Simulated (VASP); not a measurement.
# LiH (Fm-3m) in VASP: notebook, part 2 of 2

VASP 6.6.1.

## (3) Relaxation of cell and atoms, PBEsol, target pressure 1 GPa, at which the enthalpy is minimised

This run uses another cell than the first one, of 7.89 Å³/atom, 1.097 times its volume.

Input file INCAR:

```
PREC = Accurate ; ENCUT = 600
EDIFF = 1E-6 ; ISMEAR = 0
SIGMA = 0.01 ; LREAL = F
LASPH = T ; NELM = 60
ALGO = Normal ; ISIF = 3
LWAVE = F ; LCHARG = F
GGA = PS ; IBRION = 2
NSW = 100 ; EDIFFG = -0.002
PSTRESS = 10.0
```

Input file KPOINTS:

```
regular mesh
0
Gamma
  10 10 10
```

Input file POSCAR:

```
LiH
1.0
    0.0000000000      1.9903704688      1.9903704688
    1.9903704688      0.0000000000      1.9903704688
    1.9903704688      1.9903704688      0.0000000000
Li H
1 1
Direct
    0.0000000000      0.0000000000      0.0000000000
    0.5000000000      0.5000000000      0.5000000000
```

Potentials or basis: VASP PAW PBE potentials, release 64 (Li_sv, H).

Launch:

```console
cat potpaw_PBE.64/Li_sv/POTCAR potpaw_PBE.64/H/POTCAR > POTCAR
mpirun -np 1 vasp_std > vasp.out
```

OUTCAR:

```text
PREC = Accurate
   ENCUT = 600
   EDIFF = 1E-6
   ISMEAR = 0
   LREAL = F
   LASPH = T
   NELM = 60
   ISIF = 3
   GGA = PS
   IBRION = 2
   NSW = 100
   EDIFFG = -0.002
   PSTRESS = 10.0

 ion  position               nearest neighbor table
   1  0.000  0.000  0.000-
   2  0.500  0.500  0.500-

  LATTYP: Found a face centered cubic cell.
 ALAT       =     3.9807409376

  Lattice vectors:

 A1 = (   0.0000000000,   1.9903704688,   1.9903704688)
 A2 = (   1.9903704688,   0.0000000000,   1.9903704688)
 A3 = (   1.9903704688,   1.9903704688,   0.0000000000)

Analysis of symmetry for initial positions (statically):
=====================================================================
 Subroutine PRICEL returns:
 Original cell was already a primitive cell.

 Routine SETGRP: Setting up the symmetry group for a
 face centered cubic supercell.

 Subroutine GETGRP returns: Found 48 space group operations
 (whereof 48 operations were pure point group operations)
 out of a pool of 48 trial point group operations.

[... 163 lines left out ...]
  energy without entropy =       -6.12135235  energy(sigma->0) =       -6.12135235

------------------------ aborting loop because EDIFF is reached ----------------------------------------

  FORCE on cell =-STRESS in cart. coord.  units (eV):
  Direction    XX          YY          ZZ          XY          YZ          ZX
  --------------------------------------------------------------------------------------
  -------------------------------------------------------------------------------------
  Total       -0.0172709     -0.0172709     -0.0172709     -0.0000000     -0.0000000     -0.0000000
  in kB       -1.7546585     -1.7546585     -1.7546585     -0.0000000     -0.0000000     -0.0000000
  external PRESSURE =     -11.7546585 kB  Pullay stress =      10.0000000 kB
[... 63 lines left out ...]
--------------------------------------- Ionic step        3  -------------------------------------------

 number of electron       4.0000000 magnetization

 Free energy of the ion-electron system (eV)
  ---------------------------------------------------
  ext. energy  EPLUGINS =         0.00000000
  ---------------------------------------------------
  free energy    TOTEN  =        -6.12016081 eV

  energy without entropy =       -6.12016081  energy(sigma->0) =       -6.12016081

 E-fermi :   0.5928     XC(G=0):  -8.7786

 val. band max:        0.4041181966   @ k =   0.5000   0.5000   0.0000
 cond. band min:       3.1055502979   @ k =   0.5000   0.5000   0.0000
 fundamental gap:      2.7014321013
 Fermi energy:         0.5927670266

 k-point     1 :       0.0000    0.0000    0.0000
  band No.  band energies     occupation
      1     -43.2567      2.00000
      2      -5.3365      2.00000
      3      17.1728      0.00000
      4      18.6476      0.00000
      5      18.6476      0.00000
      6      18.6476      0.00000
[... 199 lines left out ...]
 k-point    24 :       0.4000    0.3000    0.0000
  band No.  band energies     occupation
      1     -43.1931      2.00000
      2      -2.1169      2.00000
      3       7.0994      0.00000
      4      10.9057      0.00000
      5      12.2919      0.00000
      6      16.8332      0.00000

 [... further k-points ...]
[... 5 lines left out ...]
  --------------------------------------------------------------------------------------
  -------------------------------------------------------------------------------------
  Total        0.0955793      0.0955793      0.0955793     -0.0000000      0.0000000     -0.0000000
  in kB       10.0103625     10.0103625     10.0103625     -0.0000000      0.0000000     -0.0000000
  external PRESSURE =       0.0103625 kB  Pullay stress =      10.0000000 kB
[... 21 lines left out ...]
  energy  without entropy=       -6.1201608091  energy(sigma->0) =       -6.12016081

  enthalpy is  TOTEN    =        -6.0246804009 eV   P V=        0.0954804082

 reached required accuracy - stopping structural energy minimisation
```

CONTCAR:

```text
LiH
   1.00000000000000
    -0.0000000000000000    1.9702966456213966    1.9702966456213966
     1.9702966456213966   -0.0000000000000000    1.9702966456213966
     1.9702966456213966    1.9702966456213966   -0.0000000000000000
  Li              H
     1     1
Direct
     0.0000000000000000    0.0000000000000000    0.0000000000000000
     0.5000000000000000    0.5000000000000000    0.5000000000000000

  0.00000000E+00  0.00000000E+00  0.00000000E+00
  0.00000000E+00  0.00000000E+00  0.00000000E+00
```

Run time: 13 s. Hardware: 1 thread of Intel Xeon 8259CL, shared host; peak memory 0.13 GiB.

Results:

| Quantity | Value |
| --- | --- |
| Free energy | -6.1202 eV |
| Relaxed volume | 7.65 Å³/atom |
| Relaxed cell | a = 2.786 Å, b = 2.786 Å, c = 2.786 Å, α = 60.00°, β = 60.00°, γ = 60.00° |
| Space group after relaxing (to 0.05 Å) | Fm-3m (No. 225) |
| Energy change on relaxing (the enthalpy is what falls) | +0.6 meV/atom |
| Ionic steps | 3 |
| Pressure after relaxing | 1.0 GPa |
| Band gap on the k mesh | 2.70 eV, direct |

Step by step:
```
step  energy change (eV)  largest force (eV/Å)  pressure (GPa)  volume (Å³)
   1              0.0000                0.0000           -0.18        15.77
   2              0.0000                0.0000            0.14        15.64
   3              0.0012                0.0000            1.00        15.30
```

Final structure:
```xyz
2
Lattice="0.0000 1.9703 1.9703 1.9703 0.0000 1.9703 1.9703 1.9703 0.0000" Properties=species:S:1:pos:R:3 pbc="T T T"
Li    0.0000    0.0000    0.0000
H     1.9703    1.9703    1.9703
```

Levels at points of the mesh, in eV from the valence-band top:
```csv
k point,band 1,band 2,band 3,band 4,band 5
"(0.00, 0.00, 0.00)",-43.66,-5.74,16.77,18.24,18.24
"(0.50, 0.00, 0.00)",-43.60,-2.86,4.82,14.01,16.76
"(0.50, 0.50, 0.00)",-43.58,0.00,2.70,10.87,10.87
```

Caveat: the cutoff is under 1.25 times the usual one of these potentials, so pressure, stress and relaxed cells hold a basis-set (Pulay) error; the cell is relaxed towards a set pressure, so the enthalpy falls and the energy may rise; the PAW data sets were made with another functional, which shifts forces and pressure a little.

## (4) Relaxation of cell and atoms, PBEsol, target pressure 2 GPa, at which the enthalpy is minimised

This run uses another cell than the first one, of 7.89 Å³/atom, 1.097 times its volume.

Input file INCAR:

```
SYSTEM = LiH
PREC = Accurate
ENCUT = 600
EDIFF = 1E-7
ISMEAR = 0
SIGMA = 0.01
LREAL = .False.
LASPH = .True.
NELM = 60
ALGO = Normal
ISIF = 3
LWAVE = .False.
LCHARG = .False.
GGA = PS
IBRION = 2
NSW = 100
EDIFFG = -0.002
PSTRESS = 20.0
```

Input file KPOINTS:

```
regular mesh
0
Gamma
  10 10 10
  0 0 0
```

POSCAR is that of step 3.

Launch:

```console
cat potpaw_PBE.64/Li_sv/POTCAR potpaw_PBE.64/H/POTCAR > POTCAR
mpirun -np 1 vasp_std > vasp.out
```

Run time: 21 s. Hardware: 1 thread of Intel Xeon 8259CL, shared host; peak memory 0.13 GiB.

The run converged. Its results:

```yaml
Free_energy: -6.1168 eV
Relaxed_volume: 7.47 Å³/atom
Relaxed_cell: a = 2.764 Å, b = 2.764 Å, c = 2.764 Å, α = 60.00°, β = 60.00°, γ = 60.00°
Space_group_after_relaxing_to_0.05_Å: Fm-3m (No. 225)
Energy_change_on_relaxing_the_enthalpy_is_what_falls: +2.3 meV/atom
Ionic_steps: 4
Pressure_after_relaxing: 2.0 GPa
Band_gap_on_the_k_mesh: 2.68 eV, direct
```

Step by step:
| step | energy change (eV) | largest force (eV/Å) | pressure (GPa) | volume (Å³) |
| --- | --- | --- | --- | --- |
| 1 | 0.0000 | 0.0000 | -0.17 | 15.77 |
| 2 | 0.0002 | 0.0000 | 0.41 | 15.53 |
| 3 | 0.0039 | 0.0000 | 1.84 | 14.99 |
| 4 | 0.0046 | 0.0000 | 2.01 | 14.94 |

Final structure:
```yaml
crystal:
  lattice:
    - [0.00000, 1.95470, 1.95470]
    - [1.95470, 0.00000, 1.95470]
    - [1.95470, 1.95470, 0.00000]
  atoms:
    - { symbol: Li, position: [0.00000, 0.00000, 0.00000] }
    - { symbol: H, position: [0.50000, 0.50000, 0.50000] }
```

Levels at points of the mesh, in eV from the valence-band top:
```csv
k point,band 1,band 2,band 3,band 4,band 5,band 6
"(0.00, 0.00, 0.00)",-43.65,-5.83,17.09,18.49,18.49,18.49
"(0.50, 0.00, 0.00)",-43.58,-2.93,4.88,14.22,16.97,16.97
"(0.50, 0.50, 0.00)",-43.56,0.00,2.68,10.98,10.98,14.15
```

Caveat: the cutoff is under 1.25 times the usual one of these potentials, so pressure, stress and relaxed cells hold a basis-set (Pulay) error; the cell is relaxed towards a set pressure, so the enthalpy falls and the energy may rise; the PAW data sets were made with another functional, which shifts forces and pressure a little.

## (5) The runs side by side

| task | cell | cutoff (eV) | gap on the mesh (eV) | pressure (GPa) |
| --- | --- | --- | --- | --- |
| single point | a = 2.729 Å, angles 60.0°, 2 atoms | 520 | 2.64 | - |
| relaxation of cell and atoms | relaxed to 1 GPa from a = 2.815 Å, angles 60.0°, 2 atoms | 600 | 2.70 | 1.0 |
| relaxation of cell and atoms | relaxed to 2 GPa from a = 2.815 Å, angles 60.0°, 2 atoms | 600 | 2.68 | 2.0 |

Alike in all rows: level PBEsol; potentials or basis VASP PAW PBE potentials, release 64 (Li_sv, H); no spin polarisation; k mesh 10 × 10 × 10; smearing gaussian 0.01 eV.

Caveats: the cutoff is under 1.25 times the usual one of these potentials, so pressure, stress and relaxed cells hold a basis-set (Pulay) error; the PAW data sets were made with another functional, which shifts forces and pressure a little; the cell is relaxed towards a set pressure, so the enthalpy falls and the energy may rise (some runs).

Total energies depend on the potentials used, so only differences within one code and one set of settings carry meaning.
